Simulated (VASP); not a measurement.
W:

```
CELL_PARAMETERS angstrom
-1.61338 1.61338 1.61338
1.61338 -1.61338 1.61338
1.61338 1.61338 -1.61338
ATOMIC_POSITIONS crystal
W 0.00000 0.00000 0.00000
```

Base run:

```yaml
Program: VASP 6.6.1
Functional: RPBE
Dispersion: D4
Potentials_or_basis: VASP PAW PBE potentials, release 64 (W_sv)
Cutoff: 520 eV
k_mesh: 12 × 12 × 12
Occupations: fermi-dirac, width 0.05 eV
Spin: no spin polarisation
```

Its results: band gap on the k mesh zero (band 7 reaches 15.46 eV, above the bottom of band 8 at 9.57 eV); pressure -17.9 GPa.

The run is repeated on the same cell with these changes: dispersion from D4 to none. What comes out?

Band gap on the k mesh zero (band 7 reaches 15.46 eV, above the bottom of band 8 at 9.57 eV); pressure -7.2 GPa.

Dispersion adds attraction, which lowers the pressure at fixed volume and, as a term added to the energy, leaves the levels alone.

Caveats: the PAW data sets were made with another functional, which shifts forces and pressure a little; spin-orbit coupling is left out, which moves the levels of the heavy elements; pairwise dispersion overbinds metals, which lowers pressure and volume (some runs).
